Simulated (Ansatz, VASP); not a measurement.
**BN: VASP beside Ansatz**

```
B N
1.0
     2.57687    0.00000    0.00000
    -1.28844    2.23164    0.00000
     0.00000    0.00000    4.26235
B N
2 2
Direct
  0.66667 0.33333 0.00016
  0.33333 0.66667 0.50016
  0.66667 0.33333 0.37484
  0.33333 0.66667 0.87484
```

Alike in both runs: task relaxation of the atoms; functional r2SCAN; k mesh 12 × 12 × 8; occupations fermi-dirac, width 0.02 eV; no spin polarisation.

|  | VASP | Ansatz |
| --- | --- | --- |
| version | VASP 6.6.1 | Ansatz 0.2.0 |
| potentials or method | VASP PAW PBE potentials, release 64 (B, N), cutoff 520 eV | PAW plane waves |
| valence electrons in the cell | 16 | 16 |

|  | VASP | Ansatz | Ansatz less VASP |
| --- | --- | --- | --- |
| gap on the k mesh at the Fermi level, each at its own relaxed structure (eV) | 5.79 | 5.81 | +0.026 |

VASP's potentials were made for PBE, not for r2SCAN. Ansatz's warnings: stress scf threshold loose.
